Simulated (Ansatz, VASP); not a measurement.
## Two plane-wave programs on Ge

```xyz
3
Lattice="5.0755 0.0000 0.0000 -2.5377 4.3955 0.0000 0.0000 0.0000 2.8852" Properties=species:S:1:pos:R:3 pbc="T T T"
Ge    0.0000    0.0000    2.8852
Ge    0.0000    2.9303    1.4426
Ge    2.5377    1.4652    1.4426
```

Alike in both runs: task single point; functional RPBE; k mesh 8 × 8 × 13; occupations fermi-dirac, width 0.1 eV; no spin polarisation.

|  | VASP | Ansatz |
| --- | --- | --- |
| version | VASP 6.6.1 | Ansatz 0.2.0 |
| potentials or method | VASP PAW PBE potentials, release 64 (Ge_d), cutoff 520 eV | plane waves (420 eV) with PAW, scalar-relativistic |
| valence electrons in the cell | 42 | 42 |

```csv
,VASP,Ansatz,Ansatz less VASP
pressure (GPa),-3.8,-3.8,-0.03
"traceless stress, the component that is largest in VASP (GPa)",0.52,0.51,-0.008
```

VASP's potentials were made for PBE, not for RPBE.
